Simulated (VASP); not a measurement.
# AlNi (Cmmm) in VASP: notebook

Runs on AlNi. Level: PBEsol. Tasks: single point.

Everything below comes from runs of VASP 6.6.1. Logs are shortened: lines on timing, memory, paths and dates and some standing lists are left out, and cuts for length are marked.

**1. The cell of the first run**

The structure is orthorhombic, space group Cmmm (No. 65). Conventional cell: a = 3.877 Å, b = 3.906 Å, c = 3.099 Å, α = 90.00°, β = 90.00°, γ = 90.00°. Al (site symmetry mmm) has 8 Ni at 2.48 to 2.49 Å and 6 Al at 2.75 to 3.10 Å within 3.3 Å. Within 3.3 Å of Ni (site symmetry mmm) lie 8 Al at 2.48 to 2.49 Å and 6 Ni at 2.75 to 3.10 Å.

**2. Single point, PBEsol, collinear spin, ferromagnetic start**

File INCAR:

```
ALGO = Normal
EDIFF = 1E-6
ENCUT = 520
GGA = PS
ISIF = 2
ISMEAR = 1
ISPIN = 2
LASPH = True
LCHARG = False
LMAXMIX = 4
LORBIT = 11
LREAL = False
LWAVE = False
MAGMOM = 0.04 0.34
NBANDS = 18
NELM = 150
NUPDOWN = 0.4
PREC = Accurate
SIGMA = 0.05
```

File KPOINTS:

```
k-points
0
Gamma
  5 5 4
```

File POSCAR:

```
AlNi
1.0
    1.9386940000     -1.9531901500      0.0000000000
    1.9386940000      1.9531901500      0.0000000000
    0.0000000000      0.0000000000      3.0994300400
Al Ni
1 1
Direct
    0.0000000000      0.0000000000      0.0000000000
    0.5000000000      0.5000000000      0.5000000000
```

Potentials or basis: VASP PAW PBE potentials, release 64 (Al, Ni).

Run with:

```
cat potpaw_PBE.64/Al/POTCAR potpaw_PBE.64/Ni/POTCAR > POTCAR
mpirun -np 1 vasp_std > vasp.out
```

OUTCAR:

```text
EDIFF = 1E-6
   ENCUT = 520
   GGA = PS
   ISIF = 2
   ISMEAR = 1
   ISPIN = 2
   LASPH = True
   LORBIT = 11
   LREAL = False
   NELM = 150
   NUPDOWN = 0.4
   PREC = Accurate

 ion  position               nearest neighbor table
   1  0.000  0.000  0.000-   2 2.48   2 2.48   2 2.48   2 2.48   2 2.49   2 2.49   2 2.49   2 2.49

   2  0.500  0.500  0.500-   1 2.48   1 2.48   1 2.48   1 2.48   1 2.49   1 2.49   1 2.49   1 2.49

  LATTYP: Found a base centered orthorhombic cell.
 ALAT       =     3.8773880000
 B/A-ratio  =     1.0074772759
 C/A-ratio  =     0.7993603013

  Lattice vectors:

 A1 = (   1.9386940000,  -1.9531901500,   0.0000000000)
 A2 = (   1.9386940000,   1.9531901500,   0.0000000000)
 A3 = (   0.0000000000,   0.0000000000,   3.0994300400)

Analysis of symmetry for initial positions (statically):
=====================================================================
 Subroutine PRICEL returns:
 Original cell was already a primitive cell.

 Routine SETGRP: Setting up the symmetry group for a
 base centered orthorhombic supercell.

 Subroutine GETGRP returns: Found  8 space group operations
 (whereof  8 operations were pure point group operations)
 out of a pool of  8 trial point group operations.

The static configuration has the point symmetry D_2h.

Analysis of symmetry for dynamics (positions and initial velocities):
=====================================================================
 Subroutine PRICEL returns:
 Original cell was already a primitive cell.

 Routine SETGRP: Setting up the symmetry group for a
 base centered orthorhombic supercell.

 Subroutine GETGRP returns: Found  8 space group operations
 (whereof  8 operations were pure point group operations)
 out of a pool of  8 trial point group operations.

The dynamic configuration has the point symmetry D_2h.

Analysis of structural, dynamic, and magnetic symmetry:
=====================================================================
 Subroutine PRICEL returns:
 Original cell was already a primitive cell.

 Routine SETGRP: Setting up the symmetry group for a
 base centered orthorhombic supercell.

 Subroutine GETGRP returns: Found  8 space group operations
 (whereof  8 operations were pure point group operations)
 out of a pool of  8 trial point group operations.

The overall configuration has the point symmetry D_2h.

 Subroutine INISYM returns: Found  8 space group operations
 (whereof  8 operations are pure point group operations),
 and found     1 'primitive' translations

----------------------------------------------------------------------------------------

                                     Primitive cell

  volume of cell :      23.4728

  direct lattice vectors                    reciprocal lattice vectors
     1.938694000 -1.953190150  0.000000000     0.257905580 -0.255991461  0.000000000
     1.938694000  1.953190150  0.000000000     0.257905580  0.255991461  0.000000000
     0.000000000  0.000000000  3.099430040     0.000000000  0.000000000  0.322639965

  length of vectors
     2.751996764  2.751996764  3.099430040     0.363382603  0.363382603  0.322639965

  position of ions in fractional coordinates (direct lattice)
     0.000000000  0.000000000  0.000000000
     0.500000000  0.500000000  0.500000000

  ion indices of the primitive-cell ions
   primitive index   ion index
                 1           1
                 2           2

----------------------------------------------------------------------------------------

 KPOINTS: k-points

Automatic generation of k-mesh.
 Grid dimensions read from file:
 generate k-points for:    5    5    4

 Generating k-lattice:

  Cartesian coordinates                     Fractional coordinates (reciprocal lattice)
     0.051581116 -0.051198292  0.000000000     0.200000000  0.000000000  0.000000000
     0.051581116  0.051198292  0.000000000     0.000000000  0.200000000  0.000000000
     0.000000000  0.000000000  0.080659991     0.000000000  0.000000000  0.250000000

  Length of vectors
     0.072676521  0.072676521  0.080659991

  Shift w.r.t. Gamma in fractional coordinates (k-lattice)
     0.000000000  0.000000000  0.000000000

 Subroutine IBZKPT returns following result:
 ===========================================

 Found     27 irreducible k-points:

 Following reciprocal coordinates:
            Coordinates               Weight
  0.000000  0.000000  0.000000      1.000000
  0.200000  0.000000  0.000000      4.000000
  0.400000  0.000000  0.000000      4.000000
  0.200000  0.200000  0.000000      2.000000
  0.400000  0.200000  0.000000      4.000000
 -0.400000  0.200000  0.000000      4.000000
[... 16 lines left out ...]
  0.400000  0.200000  0.500000      4.000000
 -0.400000  0.200000  0.500000      4.000000
 [... further k-points ...]
   k-points           NKPTS =     27   k-points in BZ     NKDIM =     27   number of bands    NBANDS=     18
   number of dos      NEDOS =    301   number of ions     NIONS =      2
   total plane-waves  NPLWV =   9600
   dimension x,y,z NGX =    20 NGY =   20 NGZ =   24
   dimension x,y,z NGXF=    40 NGYF=   40 NGZF=   48
   ions per type =               1   1
   NGX,Y,Z   is equivalent  to a cutoff of  12.08, 12.08, 12.87 a.u.
   NGXF,Y,Z  is equivalent  to a cutoff of  24.16, 24.16, 25.75 a.u.
 SYSTEM =  unknown system
   PREC   = accura    normal or accurate (medium, high low for compatibility)
   ISTART =      0    job   : 0-new  1-cont  2-samecut
   ICHARG =      2    charge: 1-file 2-atom 10-const
   ISPIN  =      2    spin polarized calculation?
   LNONCOLLINEAR =      F non collinear calculations
   LSORBIT =      F    spin-orbit coupling
   LASPH  =      T    aspherical Exc in radial PAW
   ENCUT  =  520.0 eV  38.22 Ry    6.18 a.u.   5.12  5.12  5.76*2*pi/ulx,y,z
   NELM   =    150;   NELMIN=  2; NELMDL= -5     # of ELM steps
   EDIFF  = 0.1E-05   stopping-criterion for ELM
   LREAL  =      F    real-space projection
   EDIFFG = 0.1E-04   stopping-criterion for IOM
   NSW    =      0    number of steps for IOM
   IBRION =     -1    ionic relax: 0-MD 1-quasi-New 2-CG
   NFREE  =      0    steps in history (QN), initial steepest desc. (CG)
   ISIF   =      2    stress and relaxation
   ISYM   =      2    0-nonsym 1-usesym 2-fastsym
   POTIM  = 0.5000    time-step for ionic-motion
   TEBEG  =    0.0;   TEEND  =   0.0 temperature during run
   PSTRESS=    0.0 pullay stress
   NELECT =      13.0000    total number of electrons
   NUPDOWN=       0.4000    fix difference up-down
   EMIN   =  10.00;   EMAX   =-10.00  energy-range for DOS
   EFERMI =   0.00;   METHOD = LEGACY
   ISMEAR =     1;   SIGMA  =   0.05  broadening in eV -4-tet -1-fermi 0-gaus
   EFERMI_NEDOS =   21; number of points for ismear=-14 and -15
   IALGO  =     38    algorithm
   IMIX   =      4    mixing-type and parameters
     AMIX     =   0.40;   BMIX     =  1.00
     AMIX_MAG =   1.60;   BMIX_MAG =  1.00
  volume/ion in A,a.u.               =      11.74        79.20
  Fermi-wavevector in a.u.,A,eV,Ry     =   1.344417  2.540580 24.591955  1.807458
  Thomas-Fermi vector in A             =   2.472413
   LORBIT       =     11    0 simple, 1 ext, 2 COOP (PROOUT), +10 PAW based schemes
   GGA     = PS    functional components
   LHFCALC =     F    Hartree Fock is set to
   AEXX    =    0.0000 exact exchange contribution
   IVDW    =     0    specifies the selected vdW correction
   LEPSILON=     F    determine dielectric tensor
   LRPA    =     F    only Hartree local field effects (RPA)
 spin polarized calculation
 Methfessel and Paxton  Order N= 1 SIGMA  =   0.05
  energy-cutoff  :      520.00
  volume of cell :       23.47
 maximum number of plane-waves:       643
   NGX = 11   NGY = 11   NGZ = 11

 number of electron      13.0000021 magnetization       0.4000027

 Free energy of the ion-electron system (eV)
  ---------------------------------------------------
  ext. energy  EPLUGINS =         0.00000000
  ---------------------------------------------------
  free energy    TOTEN  =       -11.46215764 eV

  energy without entropy =      -11.46187726  energy(sigma->0) =      -11.46206418

 E-fermi :  10.0720     XC(G=0): -12.2587

 val. band max:       10.3276041604   @ k =  -0.4000   0.4000   0.5000
 cond. band min:      10.1085845693   @ k =   0.4000   0.0000   0.0000
 fundamental gap:     -0.2190195911
 Fermi energy:        10.4048589710

 spin component 1

 k-point     1 :       0.0000    0.0000    0.0000
  band No.  band energies     occupation
      1      -1.1846      1.00000
      2       6.5158      1.00000
      3       6.6093      1.00000
      4       8.3073      1.00000
      5       8.3248      1.00000
      6       8.6195      1.00000
[... 10 lines left out ...]
     17      33.5170      0.00000
     18      33.5234      0.00000
[... 463 lines left out ...]
 k-point    24 :      -0.4000    0.2000    0.5000
  band No.  band energies     occupation
      1       4.5604      1.00000
      2       6.0350      1.00000
      3       6.4891      1.00000
      4       7.3229      1.00000
      5       8.4581      1.00000
      6       8.9006      1.00000
[... 10 lines left out ...]
     17      35.0276      0.00000
     18      36.8810      0.00000

 [... further k-points ...]

 spin component 2

 k-point     1 :       0.0000    0.0000    0.0000
  band No.  band energies     occupation
      1      -1.0832      1.00000
      2       6.8189      1.00000
      3       6.9975      1.00000
      4       8.5301      1.00000
      5       8.5489      1.00000
      6       8.8439      1.00000
[... 10 lines left out ...]
     17      33.6112      0.00000
     18      33.6229      0.00000
[... 463 lines left out ...]
 k-point    24 :      -0.4000    0.2000    0.5000
  band No.  band energies     occupation
      1       4.6964      1.00000
      2       6.1818      1.00000
      3       6.6510      1.00000
      4       7.6427      1.00000
      5       8.7875      1.00000
      6       9.0766      1.00000
[... 10 lines left out ...]
     17      35.1158      0.00000
     18      36.9862      0.00000

 [... further k-points ...]

------------------------ aborting loop because EDIFF is reached ----------------------------------------

  FORCE on cell =-STRESS in cart. coord.  units (eV):
  Direction    XX          YY          ZZ          XY          YZ          ZX
  --------------------------------------------------------------------------------------
  -------------------------------------------------------------------------------------
  Total        0.5623871      0.4003937     -0.2500115      0.0000000      0.0000000      0.0000000
  in kB       38.3866579     27.3295305    -17.0649454      0.0000000      0.0000000      0.0000000
  external PRESSURE =      16.2170810 kB  Pullay stress =       0.0000000 kB

 VOLUME and BASIS-vectors are now :
 -----------------------------------------------------------------------------
  energy-cutoff  :      520.00
  volume of cell :       23.47
      direct lattice vectors                 reciprocal lattice vectors
     1.938694000 -1.953190150  0.000000000     0.257905580 -0.255991461  0.000000000
     1.938694000  1.953190150  0.000000000     0.257905580  0.255991461  0.000000000
     0.000000000  0.000000000  3.099430040     0.000000000  0.000000000  0.322639965

 POSITION                                       TOTAL-FORCE (eV/Angst)
 -----------------------------------------------------------------------------------
      0.00000      0.00000      0.00000        -0.000000     -0.000000      0.000000
      1.93869      0.00000      1.54972         0.000000      0.000000      0.000000
 -----------------------------------------------------------------------------------
    total drift:                                0.000000      0.000000      0.000000

  FREE ENERGIE OF THE ION-ELECTRON SYSTEM (eV)
  ---------------------------------------------------
  free  energy   TOTEN  =       -11.4621576423 eV

  energy  without entropy=      -11.4618772615  energy(sigma->0) =      -11.46206418

 total charge

# of ion       s       p       d       tot
------------------------------------------
    1        0.387   0.427   0.000   0.814
    2        0.492   0.542   8.465   9.498
--------------------------------------------------
tot          0.879   0.969   8.465  10.313

 magnetization (x)

# of ion       s       p       d       tot
------------------------------------------
    1        0.005   0.019   0.000   0.024
    2        0.018   0.026   0.274   0.319
--------------------------------------------------
tot          0.023   0.045   0.274   0.343
```

Wall time 26 s (1 thread of Intel Xeon 8259CL, shared host); peak memory 0.15 GiB.

Results:

| Item | Value |
| --- | --- |
| Free energy | -11.4622 eV |
| Pressure | 1.6 GPa |
| Net moment | 0.40 μB per cell |
| Site moments | Al +0.02; Ni +0.32 μB |
| Valence electrons inside the program's atomic spheres | Al 0.81; Ni 9.50 |

Caveat: the k points lie up to 0.51 Å⁻¹ apart; the PAW data sets were made with another functional, which shifts forces and pressure a little; the total moment is fixed, so each spin has its own Fermi level.

(Part 1 of 2 ends here.)
